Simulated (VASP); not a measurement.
Crystal: Ga.

```
CELL_PARAMETERS angstrom
1.38300 -4.02650 0.00000
1.38300 4.02650 0.00000
-0.11745 0.00000 3.32993
ATOMIC_POSITIONS crystal
Ga 0.13100 0.86900 0.75000
Ga 0.86900 0.13100 0.25000
```

| Property | Result |
| --- | --- |
| Program | VASP 6.6.1 |
| Task | relaxation of cell and atoms |
| Functional | revPBE |
| Dispersion | D4 |
| Potentials or basis | VASP PAW PBE potentials, release 64 (Ga_d) |
| Cutoff | 600 eV |
| k mesh | 10 × 10 × 8 |
| Occupations | fermi-dirac, width 0.05 eV |
| Spin | no spin polarisation |

At the start: pressure -3.1 GPa; volume 18.54 Å³/atom.

Q: Where does the relaxation end?

A: Over 20 steps the energy falls by 20.4 meV/atom and the volume is 17.50 Å³/atom (-5.6 %); space group C2/c (No. 15, to 0.1 Å) before and after.

The path:
```
step  energy change (eV)  largest force (eV/Å)  pressure (GPa)  volume (Å³)
   1              0.0000                0.2097           -3.13        37.09
   2             -0.0272                0.1302           -0.14        35.18
   3             -0.0279                0.1173            0.26        34.89
   4             -0.0279                0.1089            0.48        34.77
   5             -0.0322                0.0548            0.40        34.82
   6             -0.0369                0.0271            0.30        34.89
   7             -0.0365                0.1917            0.22        35.01
   8             -0.0388                0.1001            0.34        34.94
   9             -0.0400                0.0212           -0.58        35.26
  10             -0.0401                0.0499           -0.38        35.19
  11             -0.0404                0.0166            0.09        34.97
  12             -0.0405                0.0142            0.15        35.05
  13             -0.0406                0.0166           -0.14        35.09
  14             -0.0406                0.0043            0.02        35.08
  15             -0.0406                0.0146           -0.10        35.09
  16             -0.0407                0.0017            0.06        35.02
  17             -0.0407                0.0030           -0.06        35.04
  18             -0.0407                0.0028           -0.03        35.03
  19             -0.0407                0.0014            0.12        35.01
  20             -0.0407                0.0012            0.04        35.01
```

Final structure:
```yaml
crystal:
  lattice:
    - [1.39235, -4.01276, 0.01281]
    - [1.39235, 4.01276, 0.01281]
    - [-0.08640, 0.00000, 3.13216]
  atoms:
    - { symbol: Ga, position: [0.13450, 0.86550, 0.75000] }
    - { symbol: Ga, position: [0.86550, 0.13450, 0.25000] }
```

Caveat: the PAW data sets were made with another functional, which shifts forces and pressure a little.
